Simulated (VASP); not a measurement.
**W: single point with PBE**

W:

```
W
1.0
    -1.55737    1.55737    1.55737
     1.55737   -1.55737    1.55737
     1.55737    1.55737   -1.55737
W
1
Direct
  0.00000 0.00000 0.00000
```

This cell differs from its parent crystal: strain -0.025 along x and y, -0.025 along z.

```json
{"Program": "VASP 6.6.1", "Task": "single point", "Functional": "PBE", "Potentials or basis": "VASP PAW PBE potentials, release 64 (W_sv)", "Cutoff": "500 eV", "k mesh": "20 × 20 × 20", "Occupations": "gaussian, width 0.15 eV", "Spin": "no spin polarisation"}
```

```json
{"Pressure": "23.7 GPa", "Band gap on the k mesh": "zero (band 7 reaches 17.67 eV, above the bottom of band 8 at 10.84 eV)"}
```

Levels at points of the mesh, in eV from the Fermi level:
```csv
k point,band 4,band 5,band 6,band 7,band 8,band 9,band 10,band 11
"(0.00, 0.00, 0.00)",-37.66,-9.95,-1.37,-1.37,-1.37,2.32,2.32,14.57
"(0.50, 0.00, 0.00)",-37.67,-6.65,-3.86,0.81,2.25,3.29,6.54,11.56
"(0.50, 0.50, 0.50)",-38.71,-6.29,-6.29,5.47,5.47,5.47,8.60,8.60
```

It took 36 s on 1 thread of Intel(R) Xeon(R) Platinum 8259CL CPU @ 2.50GHz (Skylake/Cascade Lake), on a shared host, peak memory 0.16 GiB.

Caveat: the cell differs from its parent crystal (strain -0.025 along x and y, -0.025 along z); spin-orbit coupling is left out, which moves the levels of the heavy elements.
